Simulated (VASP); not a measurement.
A run of VASP 6.6.1:

File INCAR:

```
PREC = Accurate
ENCUT = 520
EDIFF = 1E-6
ISMEAR = 0
SIGMA = 0.01
LREAL = F
LASPH = T
NELM = 80
ALGO = Normal
ISIF = 2
LWAVE = F
LCHARG = T
GGA = PE
LELF = T
LVHAR = T
NBANDS = 24
```

File KPOINTS:

```
regular mesh
0
Gamma
  6 6 4
```

Contents of POSCAR:

```
RbBr
1.0
    5.8899870892      0.0000000000      0.0000000000
   -2.9449935446      5.1008784472      0.0000000000
    0.0000000000      0.0000000000      6.8697844858
Rb Br
2 2
Direct
    0.3333333333      0.6666666667      0.2500000000
    0.6666666667      0.3333333333      0.7500000000
    0.6666666667      0.3333333333      0.2500000000
    0.3333333333      0.6666666667      0.7500000000
```

Potentials or basis: VASP PAW PBE potentials, release 64 (Rb_sv, Br).

Command:

```bash
$ cat potpaw_PBE.64/Rb_sv/POTCAR potpaw_PBE.64/Br/POTCAR > POTCAR
$ mpirun -np 1 vasp_std > vasp.out
```

Hardware: 1 thread of Intel(R) Xeon(R) Platinum 8259CL CPU @ 2.50GHz (Skylake/Cascade Lake), on a shared host.

**Question.** Estimate the wall time of this run.

**Answer.** It took 2 min on 1 thread of Intel(R) Xeon(R) Platinum 8259CL CPU @ 2.50GHz (Skylake/Cascade Lake) (shared host), peak memory 0.38 GiB. Counts: scf iterations 14, k points 21.
